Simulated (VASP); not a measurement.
# SnO2 in VASP: a series of runs

Runs on SnO2. Level: PBE. Tasks: single point.

Program: VASP 6.6.1. These are calculated values, not measurements. Logs are shortened: lines on timing, memory, paths and dates and some standing lists are left out, and cuts for length are marked.

## 1. The cell of the first run

The typed cell holds 6 atoms: a = 4.880 Å, b = 4.880 Å, c = 3.168 Å, α = 90.00°, β = 90.00°, γ = 90.00°.

## 2. Single point, PBE

Contents of INCAR:

```
PREC = Accurate
ENCUT = 520
EDIFF = 1E-6
ISMEAR = 0
SIGMA = 0.05
LREAL = False
LASPH = True
NELM = 100
ALGO = Normal
ISIF = 2
LWAVE = False
LCHARG = False
GGA = PE
NBANDS = 35
```

Contents of KPOINTS:

```
regular mesh
0
Gamma
  6 6 8
```

Contents of POSCAR:

```
SnO2
1.0
    4.8804606745      0.0000000000      0.0000000000
    0.0000000000      4.8804744875      0.0000000000
    0.0000000000      0.0000000000      3.1683950699
Sn O
2 4
Direct
    0.5000000000      0.5000000000      0.5000000000
    0.0000000000      0.0000000000      0.0000000000
    0.3212190046      0.3212768970      0.0000000000
    0.8212190046      0.1787231030      0.5000000000
    0.1787809954      0.8212768970      0.5000000000
    0.6787809954      0.6787231030      0.0000000000
```

Potentials or basis: VASP PAW PBE potentials, release 64 (Sn_d, O).

On the command line:

```bash
$ cat potpaw_PBE.64/Sn_d/POTCAR potpaw_PBE.64/O/POTCAR > POTCAR
$ mpirun -np 1 vasp_std > vasp.out
```

OUTCAR:

```text
PREC = Accurate
   ENCUT = 520
   EDIFF = 1E-6
   ISMEAR = 0
   LREAL = False
   LASPH = True
   NELM = 100
   ISIF = 2
   GGA = PE

 ion  position               nearest neighbor table
   1  0.500  0.500  0.500-   3 2.01   6 2.01   3 2.01   6 2.01   5 2.22   4 2.22
   2  0.000  0.000  0.000-   4 2.01   5 2.01   4 2.01   5 2.01   3 2.22   6 2.22
   3  0.321  0.321  0.000-   1 2.01   1 2.01   2 2.22
   4  0.821  0.179  0.500-   2 2.01   2 2.01   1 2.22
   5  0.179  0.821  0.500-   2 2.01   2 2.01   1 2.22
   6  0.679  0.679  0.000-   1 2.01   1 2.01   2 2.22

  LATTYP: Found a simple tetragonal cell.
 ALAT       =     4.8804606745
 C/A-ratio  =     0.6492000000

  Lattice vectors:

 A1 = (   4.8804606745,   0.0000000000,   0.0000000000)
 A2 = (   0.0000000000,   4.8804744875,   0.0000000000)
 A3 = (   0.0000000000,   0.0000000000,   3.1683950699)

Analysis of symmetry for initial positions (statically):
=====================================================================
 Subroutine PRICEL returns:
 Original cell was already a primitive cell.

 Routine SETGRP: Setting up the symmetry group for a
 simple tetragonal supercell.

 Subroutine GETGRP returns: Found  8 space group operations
 (whereof  4 operations were pure point group operations)
 out of a pool of 16 trial point group operations.

The static configuration has the point symmetry C_2h.
 The point group associated with its full space group is D_2h.

Analysis of symmetry for dynamics (positions and initial velocities):
=====================================================================
 Subroutine PRICEL returns:
 Original cell was already a primitive cell.

 Routine SETGRP: Setting up the symmetry group for a
 simple tetragonal supercell.

 Subroutine GETGRP returns: Found  8 space group operations
 (whereof  4 operations were pure point group operations)
 out of a pool of 16 trial point group operations.

The dynamic configuration has the point symmetry C_2h.
 The point group associated with its full space group is D_2h.

 Subroutine INISYM returns: Found  8 space group operations
 (whereof  4 operations are pure point group operations),
 and found     1 'primitive' translations

----------------------------------------------------------------------------------------

[... 100 lines left out ...]
   EDIFF  = 0.1E-05   stopping-criterion for ELM
   LREAL  =      F    real-space projection
   EDIFFG = 0.1E-04   stopping-criterion for IOM
   NSW    =      0    number of steps for IOM
   IBRION =     -1    ionic relax: 0-MD 1-quasi-New 2-CG
   NFREE  =      0    steps in history (QN), initial steepest desc. (CG)
   ISIF   =      2    stress and relaxation
   ISYM   =      2    0-nonsym 1-usesym 2-fastsym
   POTIM  = 0.5000    time-step for ionic-motion
   TEBEG  =    0.0;   TEEND  =   0.0 temperature during run
   PSTRESS=    0.0 pullay stress
   NELECT =      52.0000    total number of electrons
   NUPDOWN=      -1.0000    fix difference up-down
   EMIN   =  10.00;   EMAX   =-10.00  energy-range for DOS
   EFERMI =   0.00;   METHOD = LEGACY
   ISMEAR =     0;   SIGMA  =   0.05  broadening in eV -4-tet -1-fermi 0-gaus
   EFERMI_NEDOS =   21; number of points for ismear=-14 and -15
   IALGO  =     38    algorithm
   IMIX   =      4    mixing-type and parameters
     AMIX     =   0.40;   BMIX     =  1.00
     AMIX_MAG =   1.60;   BMIX_MAG =  1.00
  volume/ion in A,a.u.               =      12.58        84.88
  Fermi-wavevector in a.u.,A,eV,Ry     =   1.445956  2.732461 28.446926  2.090790
  Thomas-Fermi vector in A             =   2.564080
   LORBIT       =      0    0 simple, 1 ext, 2 COOP (PROOUT), +10 PAW based schemes
   GGA     = PE    functional components
   LHFCALC =     F    Hartree Fock is set to
   AEXX    =    0.0000 exact exchange contribution
   IVDW    =     0    specifies the selected vdW correction
   LEPSILON=     F    determine dielectric tensor
   LRPA    =     F    only Hartree local field effects (RPA)
 non-spin polarized calculation
 Gauss-broadening in eV      SIGMA  =   0.05
  energy-cutoff  :      520.00
  volume of cell :       75.47
 maximum number of plane-waves:      2060
   NGX = 19   NGY = 19   NGZ = 11

 number of electron      51.9999995 magnetization

 Free energy of the ion-electron system (eV)
  ---------------------------------------------------
  ext. energy  EPLUGINS =         0.00000000
  ---------------------------------------------------
  free energy    TOTEN  =       -36.79515722 eV

  energy without entropy =      -36.79515722  energy(sigma->0) =      -36.79515722

 E-fermi :   5.7413     XC(G=0): -10.9191

 val. band max:        5.4430772365   @ k =   0.0000   0.0000   0.0000
 cond. band min:       6.6460889445   @ k =   0.0000   0.0000   0.0000
 fundamental gap:      1.2030117080
 Fermi energy:         5.7412982885

 k-point     1 :       0.0000    0.0000    0.0000
  band No.  band energies     occupation
      1     -15.6013      2.00000
      2     -15.1471      2.00000
      3     -14.5873      2.00000
      4     -14.5873      2.00000
      5     -14.5546      2.00000
      6     -14.4831      2.00000
[... 901 lines left out ...]
     34      17.2167      0.00000
     35      17.9660      0.00000

 [... further k-points ...]

------------------------ aborting loop because EDIFF is reached ----------------------------------------

  FORCE on cell =-STRESS in cart. coord.  units (eV):
  Direction    XX          YY          ZZ          XY          YZ          ZX
  --------------------------------------------------------------------------------------
  -------------------------------------------------------------------------------------
  Total        2.4605744      2.4579984      7.5632414      0.0000000      0.0000000      0.0000000
  in kB       52.2378010     52.1831121    160.5670205      0.0000000      0.0000000      0.0000000
  external PRESSURE =      88.3293112 kB  Pullay stress =       0.0000000 kB

 VOLUME and BASIS-vectors are now :
 -----------------------------------------------------------------------------
  energy-cutoff  :      520.00
  volume of cell :       75.47
      direct lattice vectors                 reciprocal lattice vectors
     4.880460675  0.000000000  0.000000000     0.204898690  0.000000000  0.000000000
     0.000000000  4.880474487  0.000000000     0.000000000  0.204898110  0.000000000
     0.000000000  0.000000000  3.168395070     0.000000000  0.000000000  0.315617206

 POSITION                                       TOTAL-FORCE (eV/Angst)
 -----------------------------------------------------------------------------------
      2.44023      2.44024      1.58420        -0.000000      0.000000      0.000000
      0.00000      0.00000      0.00000        -0.000000      0.000000      0.000000
      1.56770      1.56798      0.00000        -1.672627     -1.672522     -0.000000
      4.00793      0.87225      1.58420        -1.672627      1.672522     -0.000000
      0.87253      4.00822      1.58420         1.672627     -1.672522      0.000000
      3.31276      3.31249      0.00000         1.672627      1.672522      0.000000
 -----------------------------------------------------------------------------------
    total drift:                                0.000000      0.000000      0.000000

  FREE ENERGIE OF THE ION-ELECTRON SYSTEM (eV)
  ---------------------------------------------------
  free  energy   TOTEN  =       -36.7951572164 eV

  energy  without entropy=      -36.7951572164  energy(sigma->0) =      -36.79515722
```

OSZICAR:

```text
N       E                     dE             d eps       ncg     rms          rms(c)
DAV:   1     0.640930792395E+03    0.64093E+03   -0.25570E+04  6195   0.228E+03
DAV:   2     0.591131935994E+02   -0.58182E+03   -0.54792E+03  6112   0.613E+02
DAV:   3    -0.380404650019E+02   -0.97154E+02   -0.95567E+02  6099   0.209E+02
DAV:   4    -0.430529389400E+02   -0.50125E+01   -0.49786E+01  7071   0.514E+01
DAV:   5    -0.431827885544E+02   -0.12985E+00   -0.12972E+00  6849   0.873E+00    0.162E+01
DAV:   6    -0.367116540688E+02    0.64711E+01   -0.18663E+01  8707   0.647E+01    0.626E+00
DAV:   7    -0.368245035375E+02   -0.11285E+00   -0.20698E+00  6177   0.808E+00    0.327E+00
DAV:   8    -0.368018101522E+02    0.22693E-01   -0.18741E-01  8391   0.436E+00    0.759E-01
DAV:   9    -0.367942159719E+02    0.75942E-02   -0.39275E-02  9108   0.310E+00    0.134E-01
DAV:  10    -0.367950088682E+02   -0.79290E-03   -0.42563E-03  6612   0.517E-01    0.566E-02
DAV:  11    -0.367951580111E+02   -0.14914E-03   -0.23365E-04  7529   0.117E-01    0.178E-02
DAV:  12    -0.367951586761E+02   -0.66502E-06   -0.13396E-05  7597   0.276E-02    0.103E-02
DAV:  13    -0.367951573907E+02    0.12854E-05   -0.43609E-06  6135   0.345E-02    0.133E-03
DAV:  14    -0.367951572164E+02    0.17434E-06   -0.81557E-07  3507   0.586E-03
   1 F= -.36795157E+02 E0= -.36795157E+02  d E =-.347754E-19
```

stdout:

```text
POSCAR found type information on POSCAR SnO
 POSCAR found :  2 types and       6 ions
 scaLAPACK will be used
 LDA part: xc-table for (Slater+PW92), standard interpolation
 POSCAR, INCAR and KPOINTS ok, starting setup
 FFT: planning ... GRIDC
 FFT: planning ... GRID_SOFT
 FFT: planning ... GRID
 WAVECAR not read
 entering main loop
```

Wall time 77 s (1 thread of AMD EPYC 9R45 (Zen 5), shared host); peak memory 0.26 GiB.

What came out:

```yaml
Free_energy: -36.7952 eV
Pressure: 8.8 GPa
Largest_force: 2.365 eV/Å
Band_gap_on_the_k_mesh: 1.20 eV
```

Forces in eV/Å, atoms in the order of the input:
```
Sn   0.000  0.000  0.000
Sn   0.000  0.000  0.000
O   -1.673 -1.673  0.000
O   -1.673  1.673  0.000
O    1.673 -1.673  0.000
O    1.673  1.673  0.000
```

Stress tensor (GPa, compression positive):
```
 5.22  0.00  0.00
 0.00  5.22  0.00
 0.00  0.00 16.06
```

Caveat: the stress differs along the axes, from 5 to 16 GPa; spin-orbit coupling is left out, which moves the levels of the heavy elements; forces of over 1 eV/Å act on the atoms, so gaps and moduli don't describe the material at rest.

(Continued in part 2 of 2.)
